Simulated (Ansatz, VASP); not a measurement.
## One calculation of ZnAu, two programs

Contents of INCAR:

```
  PREC = Accurate
  ENCUT = 520
  EDIFF = 1E-6
  ISMEAR = -1
  SIGMA = 0.05
  LREAL = False
  LASPH = True
  NELM = 100
  ALGO = Normal
  ISIF = 2
  LWAVE = False
  LCHARG = False
  GGA = PS
  NBANDS = 18
```

KPOINTS

```
Automatic mesh
0
Gamma
  13 13 13
```

POSCAR

```
ZnAu
1.0
    3.1044677592      0.0000000000      0.0000000000
    0.0000000000      3.1044677592      0.0000000000
    0.0000000000      0.0000000000      3.1044677592
Zn Au
1 1
Direct
    0.5000000000      0.5000000000      0.5000000000
    0.0000000000      0.0000000000      0.0000000000
```

Input for Ansatz:

```yaml
crystal:
  lattice:
    - [3.1044677592, 0.0, 0.0]
    - [0.0, 3.1044677592, 0.0]
    - [0.0, 0.0, 3.1044677592]
  atoms:
    - { symbol: Zn, position: [0.5, 0.5, 0.5] }
    - { symbol: Au, position: [0.0, 0.0, 0.0] }
kpoints:
  mp_grid: { grid: [13, 13, 13] }
  band_path:
    path:
      - [0.0, 0.0, 0.0]
      - [0.0, 0.5, 0.0]
      - [0.5, 0.5, 0.0]
      - [0.0, 0.0, 0.0]
      - [0.5, 0.5, 0.5]
      - [0.0, 0.5, 0.0]
      - [0.5, 0.5, 0.5]
      - [0.5, 0.5, 0.0]
    npoints: 5
scf:
  occupations: { method: fermi_dirac, width: 0.05 }
hamiltonian:
  xc: pbesol
  pseudopotentials: { kind: all_electron, lapw: { basis_error: 0.0005 } }
output:
  forces: true
  stress: true
  eigenvalues: true
```

Change from the starting cell: volume scaled by 0.96.

Alike in both runs: task single point; functional PBEsol; k mesh 13 × 13 × 13; occupations fermi-dirac, width 0.05 eV; no spin polarisation.

```csv
,VASP,Ansatz
version,VASP 6.6.1,Ansatz 0.2.0
potentials or method,"VASP PAW PBE potentials, release 64 (Zn, Au), cutoff 520 eV","all-electron LAPW, scalar-relativistic"
```

Ansatz gave:

| Item | Value |
| --- | --- |
| pressure (GPa) | 3.5 |

Q: Which values does VASP return?

A: Pressure (GPa): 3.7.

VASP's potentials were made for PBE, not for PBEsol. Ansatz ran all-electron here, and VASP with PAW potentials.

Neither program's run includes spin-orbit coupling.
